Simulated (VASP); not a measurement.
# SrCl2 (Fm-3m) in VASP: further runs, part 2 of 2

VASP 6.6.1. Earlier steps stand in the parts before.

## 4. Single point, PBEsol

File INCAR:

```
PREC     = Accurate       # precision mode
ENCUT    = 500            # plane-wave cutoff, eV
EDIFF    = 1E-6           # SCF threshold, eV
ISMEAR   = 0              # smearing method
SIGMA    = 0.01           # smearing width, eV
LREAL    = F              # projectors in reciprocal space
LASPH    = T              # aspherical terms in the spheres
NELM     = 120            # most SCF steps
ALGO     = Normal         # electronic algorithm
ISIF     = 2              # what is computed and relaxed
LWAVE    = F              # write WAVECAR
LCHARG   = F              # write CHGCAR
GGA      = PS             # functional
NBANDS   = 19             # bands
GGA_COMPAT= F
```

File KPOINTS:

```
Automatic mesh
0
Gamma
  3 3 3
```

File POSCAR:

```
SrCl2
1.0
    0.0000000000      3.4976509413      3.4976509413
    3.4976509413      0.0000000000      3.4976509413
    3.4976509413      3.4976509413      0.0000000000
Sr Cl
1 2
Direct
    0.0000000000      0.0000000000      0.0000000000
    0.2500000000      0.2500000000      0.2500000000
    0.7500000000      0.7500000000      0.7500000000
```

Potentials or basis: VASP PAW PBE potentials, release 64 (Sr_sv, Cl).

Launch:

```console
cat potpaw_PBE.64/Sr_sv/POTCAR potpaw_PBE.64/Cl/POTCAR > POTCAR
mpirun -np 1 vasp_std > vasp.out
```

OUTCAR:

```text
PREC = Accurate
   ENCUT = 500
   EDIFF = 1E-6
   ISMEAR = 0
   LREAL = F
   LASPH = T
   NELM = 120
   ISIF = 2
   GGA = PS

 ion  position               nearest neighbor table
   1  0.000  0.000  0.000-   3 3.03   3 3.03   3 3.03   2 3.03   3 3.03   2 3.03   2 3.03   2 3.03

   2  0.250  0.250  0.250-   1 3.03   1 3.03   1 3.03   1 3.03
   3  0.750  0.750  0.750-   1 3.03   1 3.03   1 3.03   1 3.03

  LATTYP: Found a face centered cubic cell.
 ALAT       =     6.9953018826

  Lattice vectors:

 A1 = (   0.0000000000,   3.4976509413,   3.4976509413)
 A2 = (   3.4976509413,   0.0000000000,   3.4976509413)
 A3 = (   3.4976509413,   3.4976509413,   0.0000000000)

Analysis of symmetry for initial positions (statically):
=====================================================================
 Subroutine PRICEL returns:
 Original cell was already a primitive cell.

 Routine SETGRP: Setting up the symmetry group for a
 face centered cubic supercell.

 Subroutine GETGRP returns: Found 48 space group operations
 (whereof 48 operations were pure point group operations)
 out of a pool of 48 trial point group operations.

The static configuration has the point symmetry O_h .

Analysis of symmetry for dynamics (positions and initial velocities):
=====================================================================
 Subroutine PRICEL returns:
 Original cell was already a primitive cell.

 Routine SETGRP: Setting up the symmetry group for a
 face centered cubic supercell.

 Subroutine GETGRP returns: Found 48 space group operations
 (whereof 48 operations were pure point group operations)
 out of a pool of 48 trial point group operations.

The dynamic configuration has the point symmetry O_h .

[... 92 lines left out ...]
   EMIN   =  10.00;   EMAX   =-10.00  energy-range for DOS
   EFERMI =   0.00;   METHOD = LEGACY
   ISMEAR =     0;   SIGMA  =   0.01  broadening in eV -4-tet -1-fermi 0-gaus
   EFERMI_NEDOS =   21; number of points for ismear=-14 and -15
   IALGO  =     38    algorithm
   IMIX   =      4    mixing-type and parameters
     AMIX     =   0.40;   BMIX     =  1.00
     AMIX_MAG =   1.60;   BMIX_MAG =  1.00
  volume/ion in A,a.u.               =      28.53       192.50
  Fermi-wavevector in a.u.,A,eV,Ry     =   1.071582  2.024997 15.623409  1.148288
  Thomas-Fermi vector in A             =   2.207327
   LORBIT       =      0    0 simple, 1 ext, 2 COOP (PROOUT), +10 PAW based schemes
   GGA     = PS    functional components
   LHFCALC =     F    Hartree Fock is set to
   AEXX    =    0.0000 exact exchange contribution
   IVDW    =     0    specifies the selected vdW correction
   LEPSILON=     F    determine dielectric tensor
   LRPA    =     F    only Hartree local field effects (RPA)
 non-spin polarized calculation
 Gauss-broadening in eV      SIGMA  =   0.01
  energy-cutoff  :      500.00
  volume of cell :       85.58
 maximum number of plane-waves:      2185
   NGX = 17   NGY = 17   NGZ = 17

 number of electron      24.0000002 magnetization

 Free energy of the ion-electron system (eV)
  ---------------------------------------------------
  ext. energy  EPLUGINS =         0.00000000
  ---------------------------------------------------
  free energy    TOTEN  =       -13.33117543 eV

  energy without entropy =      -13.33117543  energy(sigma->0) =      -13.33117543

 E-fermi :  -0.0196     XC(G=0):  -8.4546

 val. band max:       -0.1502738754   @ k =  -0.3333   0.3333   0.0000
 cond. band min:       5.1370233204   @ k =   0.0000   0.0000   0.0000
 fundamental gap:      5.2872971958
 Fermi energy:        -0.0195563540

 k-point     1 :       0.0000    0.0000    0.0000
  band No.  band energies     occupation
      1     -32.7953      2.00000
      2     -14.8076      2.00000
      3     -14.8076      2.00000
      4     -14.8076      2.00000
      5     -13.2394      2.00000
      6     -12.3881      2.00000
[... 65 lines left out ...]
      6     -12.5476      2.00000
[... 11 lines left out ...]
     18       8.8818      0.00000
     19      10.0535      0.00000

------------------------ aborting loop because EDIFF is reached ----------------------------------------

  FORCE on cell =-STRESS in cart. coord.  units (eV):
  Direction    XX          YY          ZZ          XY          YZ          ZX
  --------------------------------------------------------------------------------------
  -------------------------------------------------------------------------------------
  Total       -0.6455816     -0.6455816     -0.6455816     -0.0000000     -0.0000000     -0.0000000
  in kB      -12.0865489    -12.0865489    -12.0865489     -0.0000000     -0.0000000     -0.0000000
  external PRESSURE =     -12.0865489 kB  Pullay stress =       0.0000000 kB

 VOLUME and BASIS-vectors are now :
 -----------------------------------------------------------------------------
  energy-cutoff  :      500.00
  volume of cell :       85.58
      direct lattice vectors                 reciprocal lattice vectors
     0.000000000  3.497650941  3.497650941    -0.142953087  0.142953087  0.142953087
     3.497650941  0.000000000  3.497650941     0.142953087 -0.142953087  0.142953087
     3.497650941  3.497650941  0.000000000     0.142953087  0.142953087 -0.142953087

 POSITION                                       TOTAL-FORCE (eV/Angst)
 -----------------------------------------------------------------------------------
      0.00000      0.00000      0.00000        -0.000000     -0.000000     -0.000000
      1.74883      1.74883      1.74883        -0.000000     -0.000000      0.000000
      5.24648      5.24648      5.24648         0.000000      0.000000     -0.000000
 -----------------------------------------------------------------------------------
    total drift:                                0.000000      0.000000      0.000000

  FREE ENERGIE OF THE ION-ELECTRON SYSTEM (eV)
  ---------------------------------------------------
  free  energy   TOTEN  =       -13.3311754314 eV

  energy  without entropy=      -13.3311754314  energy(sigma->0) =      -13.33117543
```

stdout:

```text
POSCAR found type information on POSCAR SrCl
 POSCAR found :  2 types and       3 ions
 scaLAPACK will be used
 -----------------------------------------------------------------------------
|                                                                             |
|                                                                             |
|     You enforced a specific xc type in the INCAR file but a different       |
|     I HOPE YOU KNOW WHAT YOU ARE DOING!                                     |
|                                                                             |
 -----------------------------------------------------------------------------

 LDA part: xc-table for (Slater+PW92), standard interpolation
 POSCAR, INCAR and KPOINTS ok, starting setup
 FFT: planning ... GRIDC
 FFT: planning ... GRID_SOFT
 FFT: planning ... GRID
 WAVECAR not read
 entering main loop
```

Wall time 18 s (1 thread of Intel Xeon 8259CL, shared host); peak memory 0.2 GiB.

What came out:

```
Free energy            : -13.3312 eV
Pressure               : -1.2 GPa
Band gap on the k mesh : 5.29 eV, indirect (least direct gap 5.44 eV)
```

Caveat: the k points lie up to 0.52 Å⁻¹ apart; the PAW data sets were made with another functional, which shifts forces and pressure a little. A hybrid or GW would open this gap; PBEsol tends to underestimate it.

## 5. Summary

```csv
level,potentials or basis,k mesh,gap on the mesh (eV),pressure (GPa)
PBE,"VASP PAW PBE potentials, release 64 (Sr_sv, Cl)",2 × 2 × 2,5.30,1.0
LDA,"VASP PAW LDA potentials, release 64 (Sr_sv, Cl)",2 × 2 × 2,4.84,-2.7
PBEsol,"VASP PAW PBE potentials, release 64 (Sr_sv, Cl)",3 × 3 × 3,5.29,-1.2
```

Alike in all rows: task single point; no spin polarisation; cell as given; cutoff (eV) 500; smearing gaussian 0.01 eV.

Caveats: all runs use coarse meshes; the PAW data sets were made with another functional, which shifts forces and pressure a little (some runs).

Absolute energies hang on the potentials; compare differences alone.
